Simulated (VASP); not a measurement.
# TiMnF3 (Pm-3m) in VASP: single point with r2SCAN

Aim: the single point of TiMnF3 with r2SCAN.

All numbers are computed with VASP 6.6.1; they aren't measurements. Logs are shortened: lines on timing, memory, paths and dates and some standing lists are left out, and cuts for length are marked.

### 1 The cell of the first run

It takes space group Pm-3m (No. 221, cubic). The conventional cell has a = 4.149 Å, b = 4.149 Å, c = 4.149 Å, α = 90.00°, β = 90.00°, γ = 90.00°. Ti (site symmetry m-3m) has 6 F at 2.07 Å within 2.7 Å. Within 3.9 Å of Mn (site symmetry m-3m) lie 12 F at 2.93 Å and 8 Ti at 3.59 Å. Within 2.7 Å of F (site symmetry 4/mmm) lie 2 Ti at 2.07 Å.

### 2 Single point, r2SCAN, collinear spin, ferrimagnetic start

POSCAR

```
TiMnF3
1.0
    4.1494655987      0.0000000000      0.0000000000
    0.0000000000      4.1494655987      0.0000000000
    0.0000000000      0.0000000000      4.1494655987
Ti Mn F
1 1 3
Direct
    0.5000000000      0.5000000000      0.5000000000
    0.0000000000      0.0000000000      0.0000000000
    0.5000000000      0.5000000000      0.0000000000
    0.0000000000      0.5000000000      0.5000000000
    0.5000000000      0.0000000000      0.5000000000
```

INCAR.step1

```
PREC = Accurate ; ENCUT = 520
ISMEAR = 0 ; SIGMA = 0.01
LREAL = F ; LASPH = T
NELM = 150 ; ISPIN = 2
MAGMOM = 1 -4.5 0 0 0 ; LMAXMIX = 4
NBANDS = 35 ; GGA = PE
ALGO = Normal ; EDIFF = 1E-4
LWAVE = T ; LCHARG = F
```

INCAR.step2

```
PREC = Accurate ; ENCUT = 520
EDIFF = 1E-7 ; ISMEAR = 0
SIGMA = 0.01 ; LREAL = F
LASPH = T ; NELM = 150
ALGO = Normal ; ISIF = 2
LWAVE = F ; LCHARG = T
ISPIN = 2 ; MAGMOM = 1 -4.5 0 0 0
LORBIT = 11 ; LMAXMIX = 4
METAGGA = R2SCAN ; LMIXTAU = T
LELF = T ; LVHAR = T
NBANDS = 35 ; ISTART = 1
```

KPOINTS

```
Automatic mesh
0
Gamma
  5 5 5
```

Potentials or basis: VASP PAW PBE potentials, release 64 (Ti_sv, Mn_pv, F).

Command:

```console
$ cat potpaw_PBE.64/Ti_sv/POTCAR potpaw_PBE.64/Mn_pv/POTCAR potpaw_PBE.64/F/POTCAR > POTCAR
$ cp INCAR.step1 INCAR
$ mpirun -np 1 vasp_std > vasp.out
$ cp INCAR.step2 INCAR
$ mpirun -np 1 vasp_std > vasp.out
```

OUTCAR:

```text
PREC = Accurate
   ENCUT = 520
   EDIFF = 1E-7
   ISMEAR = 0
   LREAL = F
   LASPH = T
   NELM = 150
   ISIF = 2
   ISPIN = 2
   LORBIT = 11
   METAGGA = R2SCAN
   ISTART = 1

 ion  position               nearest neighbor table
   1  0.500  0.500  0.500-   3 2.07   4 2.07   5 2.07   3 2.07   5 2.07   4 2.07
   2  0.000  0.000  0.000-
   3  0.500  0.500  0.000-   1 2.07   1 2.07
   4  0.000  0.500  0.500-   1 2.07   1 2.07
   5  0.500  0.000  0.500-   1 2.07   1 2.07

  LATTYP: Found a simple cubic cell.
 ALAT       =     4.1494655987

  Lattice vectors:

 A1 = (   4.1494655987,   0.0000000000,   0.0000000000)
 A2 = (   0.0000000000,   4.1494655987,   0.0000000000)
 A3 = (   0.0000000000,   0.0000000000,   4.1494655987)

Analysis of symmetry for initial positions (statically):
=====================================================================
 Subroutine PRICEL returns:
 Original cell was already a primitive cell.

 Routine SETGRP: Setting up the symmetry group for a
 simple cubic supercell.

 Subroutine GETGRP returns: Found 48 space group operations
 (whereof 48 operations were pure point group operations)
 out of a pool of 48 trial point group operations.

The static configuration has the point symmetry O_h .

Analysis of symmetry for dynamics (positions and initial velocities):
=====================================================================
 Subroutine PRICEL returns:
 Original cell was already a primitive cell.

 Routine SETGRP: Setting up the symmetry group for a
 simple cubic supercell.

 Subroutine GETGRP returns: Found 48 space group operations
 (whereof 48 operations were pure point group operations)
 out of a pool of 48 trial point group operations.

The dynamic configuration has the point symmetry O_h .

Analysis of structural, dynamic, and magnetic symmetry:
=====================================================================
 Subroutine PRICEL returns:
 Original cell was already a primitive cell.

 Routine SETGRP: Setting up the symmetry group for a
 simple cubic supercell.

 Subroutine GETGRP returns: Found 48 space group operations
 (whereof 48 operations were pure point group operations)
 out of a pool of 48 trial point group operations.

The overall configuration has the point symmetry O_h .

 Subroutine INISYM returns: Found 48 space group operations
 (whereof 48 operations are pure point group operations),
 and found     1 'primitive' translations

----------------------------------------------------------------------------------------

                                     Primitive cell

  volume of cell :      71.4458

  direct lattice vectors                    reciprocal lattice vectors
     4.149465599  0.000000000  0.000000000     0.240994889  0.000000000  0.000000000
     0.000000000  4.149465599  0.000000000     0.000000000  0.240994889  0.000000000
     0.000000000  0.000000000  4.149465599     0.000000000  0.000000000  0.240994889

  length of vectors
     4.149465599  4.149465599  4.149465599     0.240994889  0.240994889  0.240994889

  position of ions in fractional coordinates (direct lattice)
     0.500000000  0.500000000  0.500000000
     0.000000000  0.000000000  0.000000000
     0.500000000  0.500000000  0.000000000
     0.000000000  0.500000000  0.500000000
     0.500000000  0.000000000  0.500000000

  ion indices of the primitive-cell ions
   primitive index   ion index
                 1           1
                 2           2
                 3           3
                 4           4
                 5           5

----------------------------------------------------------------------------------------

 KPOINTS: Automatic mesh

Automatic generation of k-mesh.
 Grid dimensions read from file:
 generate k-points for:    5    5    5

 Generating k-lattice:

  Cartesian coordinates                     Fractional coordinates (reciprocal lattice)
     0.048198978  0.000000000  0.000000000     0.200000000  0.000000000  0.000000000
     0.000000000  0.048198978  0.000000000     0.000000000  0.200000000  0.000000000
     0.000000000  0.000000000  0.048198978     0.000000000  0.000000000  0.200000000

  Length of vectors
     0.048198978  0.048198978  0.048198978

  Shift w.r.t. Gamma in fractional coordinates (k-lattice)
     0.000000000  0.000000000  0.000000000

 Subroutine IBZKPT returns following result:
 ===========================================

 Found     10 irreducible k-points:

 Following reciprocal coordinates:
            Coordinates               Weight
  0.000000  0.000000  0.000000      1.000000
  0.200000  0.000000  0.000000      6.000000
  0.400000  0.000000  0.000000      6.000000
  0.200000  0.200000  0.000000     12.000000
  0.400000  0.200000  0.000000     24.000000
  0.400000  0.400000  0.000000     12.000000
  0.200000  0.200000  0.200000      8.000000
  0.400000  0.200000  0.200000     24.000000
  0.400000  0.400000  0.200000     24.000000
  0.400000  0.400000  0.400000      8.000000
   k-points           NKPTS =     10   k-points in BZ     NKDIM =     10   number of bands    NBANDS=     35
   number of dos      NEDOS =    301   number of ions     NIONS =      5
   total plane-waves  NPLWV =  32768
   dimension x,y,z NGX =    32 NGY =   32 NGZ =   32
   dimension x,y,z NGXF=    64 NGYF=   64 NGZF=   64
   ions per type =               1   1   3
   NGX,Y,Z   is equivalent  to a cutoff of  12.82, 12.82, 12.82 a.u.
   NGXF,Y,Z  is equivalent  to a cutoff of  25.64, 25.64, 25.64 a.u.
 SYSTEM =  unknown system
   PREC   = accura    normal or accurate (medium, high low for compatibility)
   ISTART =      1    job   : 0-new  1-cont  2-samecut
   ICHARG =      0    charge: 1-file 2-atom 10-const
   ISPIN  =      2    spin polarized calculation?
   LNONCOLLINEAR =      F non collinear calculations
   LSORBIT =      F    spin-orbit coupling
   LASPH  =      T    aspherical Exc in radial PAW
   ENCUT  =  520.0 eV  38.22 Ry    6.18 a.u.   7.72  7.72  7.72*2*pi/ulx,y,z
   NELM   =    150;   NELMIN=  2; NELMDL=  0     # of ELM steps
   EDIFF  = 0.1E-06   stopping-criterion for ELM
   LREAL  =      F    real-space projection
   EDIFFG = 0.1E-05   stopping-criterion for IOM
   NSW    =      0    number of steps for IOM
   IBRION =     -1    ionic relax: 0-MD 1-quasi-New 2-CG
   NFREE  =      0    steps in history (QN), initial steepest desc. (CG)
   ISIF   =      2    stress and relaxation
   ISYM   =      2    0-nonsym 1-usesym 2-fastsym
   POTIM  = 0.5000    time-step for ionic-motion
   TEBEG  =    0.0;   TEEND  =   0.0 temperature during run
   PSTRESS=    0.0 pullay stress
   NELECT =      46.0000    total number of electrons
   NUPDOWN=      -1.0000    fix difference up-down
   EMIN   =  10.00;   EMAX   =-10.00  energy-range for DOS
   EFERMI =   0.00;   METHOD = LEGACY
   ISMEAR =     0;   SIGMA  =   0.01  broadening in eV -4-tet -1-fermi 0-gaus
   EFERMI_NEDOS =   21; number of points for ismear=-14 and -15
   IALGO  =     38    algorithm
   IMIX   =      4    mixing-type and parameters
     AMIX     =   0.40;   BMIX     =  1.00
     AMIX_MAG =   1.60;   BMIX_MAG =  1.00
  volume/ion in A,a.u.               =      14.29        96.43
  Fermi-wavevector in a.u.,A,eV,Ry     =   1.413628  2.671370 27.189139  1.998345
  Thomas-Fermi vector in A             =   2.535254
   LORBIT       =     11    0 simple, 1 ext, 2 COOP (PROOUT), +10 PAW based schemes
   METAGGA = R2SCAN    functional components
   LHFCALC =     F    Hartree Fock is set to
   AEXX    =    0.0000 exact exchange contribution
   IVDW    =     0    specifies the selected vdW correction
   LEPSILON=     F    determine dielectric tensor
   LRPA    =     F    only Hartree local field effects (RPA)
 spin polarized calculation
 Gauss-broadening in eV      SIGMA  =   0.01
  energy-cutoff  :      520.00
  volume of cell :       71.45
 maximum number of plane-waves:      1937
 NGX is ok and might be reduce to    32
   NGX = 15   NGY = 15   NGZ = 15

 number of electron      45.9999976 magnetization      -3.9999989

 Free energy of the ion-electron system (eV)
  ---------------------------------------------------
  ext. energy  EPLUGINS =         0.00000000
  ---------------------------------------------------
  free energy    TOTEN  =       -48.27198663 eV

  energy without entropy =      -48.27079255  energy(sigma->0) =      -48.27138959

 E-fermi :   5.5750     XC(G=0): -10.4650

 val. band max:        5.5709587243   @ k =   0.4000   0.2000   0.2000
 cond. band min:       5.5758765946   @ k =   0.4000   0.4000   0.2000
 fundamental gap:      0.0049178703
 Fermi energy:         5.5750472055

 spin component 1

 k-point     1 :       0.0000    0.0000    0.0000
  band No.  band energies     occupation
      1     -55.2328      1.00000
      2     -43.0152      1.00000
      3     -43.0152      1.00000
      4     -43.0152      1.00000
      5     -30.5488      1.00000
      6     -30.5487      1.00000
[... 27 lines left out ...]
     34      14.2321      0.00000
     35      14.4542      0.00000

 k-point     2 :       0.2000    0.0000    0.0000
  band No.  band energies     occupation
      1     -55.2324      1.00000
      2     -43.0154      1.00000
      3     -43.0151      1.00000
      4     -43.0151      1.00000
      5     -30.5829      1.00000
      6     -30.5483      1.00000
[... 27 lines left out ...]
     34      14.5391      0.00000
     35      14.7463      0.00000
[... 264 lines left out ...]
     34      13.9324      0.00000
     35      15.5249      0.00000

 k-point    10 :       0.4000    0.4000    0.4000
  band No.  band energies     occupation
      1     -55.2298      1.00000
      2     -43.0157      1.00000
      3     -43.0157      1.00000
      4     -43.0157      1.00000
      5     -30.6342      1.00000
      6     -30.6340      1.00000
[... 27 lines left out ...]
     34      14.1875      0.00000
     35      14.1875      0.00000
 Fermi energy:         5.5750472055

 spin component 2

 k-point     1 :       0.0000    0.0000    0.0000
  band No.  band energies     occupation
      1     -53.4234      1.00000
      2     -49.5115      1.00000
      3     -49.5115      1.00000
      4     -49.5115      1.00000
      5     -28.7296      1.00000
      6     -28.7296      1.00000
[... 27 lines left out ...]
     34      13.2373      0.00000
     35      13.2373      0.00000

 k-point     2 :       0.2000    0.0000    0.0000
  band No.  band energies     occupation
      1     -53.4229      1.00000
      2     -49.5117      1.00000
      3     -49.5115      1.00000
      4     -49.5115      1.00000
      5     -28.7816      1.00000
      6     -28.7291      1.00000
[... 27 lines left out ...]
     34      13.5520      0.00000
     35      14.3084      0.00000
[... 264 lines left out ...]
     34      13.8962      0.00000
     35      15.5101      0.00000

 k-point    10 :       0.4000    0.4000    0.4000
  band No.  band energies     occupation
      1     -53.4198      1.00000
      2     -49.5119      1.00000
      3     -49.5119      1.00000
      4     -49.5119      1.00000
      5     -28.8596      1.00000
      6     -28.8593      1.00000
[... 27 lines left out ...]
     34      13.9073      0.00000
     35      13.9073      0.00000

------------------------ aborting loop because EDIFF is reached ----------------------------------------

  FORCE on cell =-STRESS in cart. coord.  units (eV):
  Direction    XX          YY          ZZ          XY          YZ          ZX
  --------------------------------------------------------------------------------------
  -------------------------------------------------------------------------------------
  Total        0.1662652      0.1662652      0.1662652      0.0000000      0.0000000      0.0000000
  in kB        3.7285114      3.7285114      3.7285114      0.0000000      0.0000000      0.0000000
  external PRESSURE =       3.7285114 kB  Pullay stress =       0.0000000 kB

 VOLUME and BASIS-vectors are now :
 -----------------------------------------------------------------------------
  energy-cutoff  :      520.00
  volume of cell :       71.45
      direct lattice vectors                 reciprocal lattice vectors
     4.149465599  0.000000000  0.000000000     0.240994889  0.000000000  0.000000000
     0.000000000  4.149465599  0.000000000     0.000000000  0.240994889  0.000000000
     0.000000000  0.000000000  4.149465599     0.000000000  0.000000000  0.240994889

 POSITION                                       TOTAL-FORCE (eV/Angst)
 -----------------------------------------------------------------------------------
      2.07473      2.07473      2.07473         0.000000      0.000000      0.000000
      0.00000      0.00000      0.00000         0.000000      0.000000      0.000000
      2.07473      2.07473      0.00000         0.000000      0.000000      0.000000
      0.00000      2.07473      2.07473         0.000000      0.000000      0.000000
      2.07473      0.00000      2.07473         0.000000      0.000000      0.000000
 -----------------------------------------------------------------------------------
    total drift:                                0.000000     -0.000000     -0.000000

  FREE ENERGIE OF THE ION-ELECTRON SYSTEM (eV)
  ---------------------------------------------------
  free  energy   TOTEN  =       -48.2719866316 eV

  energy  without entropy=      -48.2707925479  energy(sigma->0) =      -48.27138959

 total charge

# of ion       s       p       d       tot
------------------------------------------
    1        2.109   6.094   1.906  10.108
    2        0.425   6.005   4.767  11.197
    3        1.744   4.382   0.000   6.127
    4        1.744   4.382   0.000   6.127
    5        1.744   4.382   0.000   6.127
--------------------------------------------------
tot          7.767  25.245   6.673  39.685

 magnetization (x)

# of ion       s       p       d       tot
------------------------------------------
    1        0.012   0.009   1.441   1.462
    2       -0.322  -0.006  -4.545  -4.872
    3       -0.004  -0.047   0.000  -0.050
    4       -0.004  -0.047   0.000  -0.050
    5       -0.004  -0.047   0.000  -0.050
--------------------------------------------------
tot         -0.320  -0.138  -3.104  -3.562
```

Run time: 3.7 min. Hardware: 1 thread of Intel Xeon Platinum 8259CL at 2.50GHz (Skylake/Cascade Lake), shared host; peak memory 0.24 GiB.

What came out:

* Free energy: -48.2720 eV
* Pressure: 0.4 GPa
* Band gap on the k mesh: zero (filled and empty bands overlap)
* Net moment: -4.00 μB per cell
* Site moments: Ti +1.46; Mn -4.87; F -0.05 μB
* Valence electrons inside the program's atomic spheres: Ti 10.11; Mn 11.20; F 6.13

Caveat: the PAW data sets were made with another functional, which shifts forces and pressure a little; a cell with one magnetic atom can't hold antiferromagnetic order, which such compounds often take; semilocal functionals often make such compounds metallic where correlation or magnetic order opens a gap, which also shifts bond lengths. With open d or f shells a metallic result of r2SCAN can be an artefact of self-interaction; +U or a hybrid may open a gap.
